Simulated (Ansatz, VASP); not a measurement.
## One calculation of Al2Cl3, two programs

Contents of INCAR:

```
SYSTEM = Al2Cl3
PREC     = Accurate       ! precision mode
ENCUT    = 600            ! plane-wave cutoff, eV
EDIFF    = 1E-7           ! SCF threshold, eV
ISMEAR   = 0              ! smearing method
SIGMA    = 0.1            ! smearing width, eV
LREAL    = .False.        ! projectors in reciprocal space
LASPH    = .True.         ! aspherical terms in the spheres
NELM     = 80             ! most SCF steps
ALGO     = Normal         ! electronic algorithm
ISIF     = 3              ! what is computed and relaxed
LWAVE    = .False.        ! write WAVECAR
LCHARG   = .False.        ! write CHGCAR
GGA      = PE             ! functional
IBRION   = 2              ! ionic algorithm
NSW      = 90             ! ionic steps
EDIFFG   = -0.04          ! ionic threshold
```

The input KPOINTS:

```
Automatic mesh
0
Gamma
  6 6 4
  0 0 0
```

Contents of POSCAR:

```
Al2Cl3
1.0
    4.6254547972      0.0000000000      0.0000000000
   -2.3127273986      4.0057613584      0.0000000000
    0.0000000000      0.0000000000      5.5848101076
Al Cl
2 3
Direct
    0.3333333333      0.6666666667      0.1380000000
    0.6666666667      0.3333333333      0.8620000000
    0.0000000000      0.0000000000      0.0000000000
    0.3333333333      0.6666666667      0.6250000000
    0.6666666667      0.3333333333      0.3750000000
```

Input for Ansatz:

```yaml
crystal:
  lattice:
    - [4.6254547972, 0.0, 0.0]
    - [-2.3127273986, 4.0057613584, 0.0]
    - [0.0, 0.0, 5.5848101076]
  atoms:
    - { symbol: Al, position: [0.3333333333, 0.6666666667, 0.138] }
    - { symbol: Al, position: [0.6666666667, 0.3333333333, 0.862] }
    - { symbol: Cl, position: [0.0, 0.0, 0.0] }
    - { symbol: Cl, position: [0.3333333333, 0.6666666667, 0.625] }
    - { symbol: Cl, position: [0.6666666667, 0.3333333333, 0.375] }
basis:
  ecutwfc: 420
kpoints:
  mp_grid: { grid: [6, 6, 4] }
hamiltonian:
  xc: pbe
scf:
  occupations: { method: gaussian, width: 0.1 }
  lower_state_search: "off"
output:
  forces: true
  stress: true
  eigenvalues: true
relax:
  adjacent_minimum: "off"
  f_tol: 0.04
  max_steps: 70
  cell: { stress_tol: 0.4 }
```

Alike in both runs: task relaxation of cell and atoms; functional PBE; k mesh 6 × 6 × 4; occupations gaussian, width 0.1 eV; no spin polarisation.

|  | VASP | Ansatz |
| --- | --- | --- |
| version | VASP 6.6.1 | Ansatz 0.2.0 |
| potentials or method | VASP PAW PBE potentials, release 64 (Al, Cl), cutoff 600 eV | scalar-relativistic, plane waves, PAW |
| valence electrons in the cell | 27 | 27 |

VASP gave:

- gap on the k mesh at the Fermi level, each at its own relaxed structure (eV): none
- relaxed volume (Å³/atom): 23.63
- relaxed length of the cell vector where the two differ most in proportion (Å): 5.254

Estimate Ansatz's values.

gap on the k mesh at the Fermi level, each at its own relaxed structure (eV): none; relaxed volume (Å³/atom): 23.21; relaxed length of the cell vector where the two differ most in proportion (Å): 5.959.

A gap of «none» marks a metal or a gap that the smearing closes. One of these differences is far larger than is usual between the two programs; its cause wasn't traced.
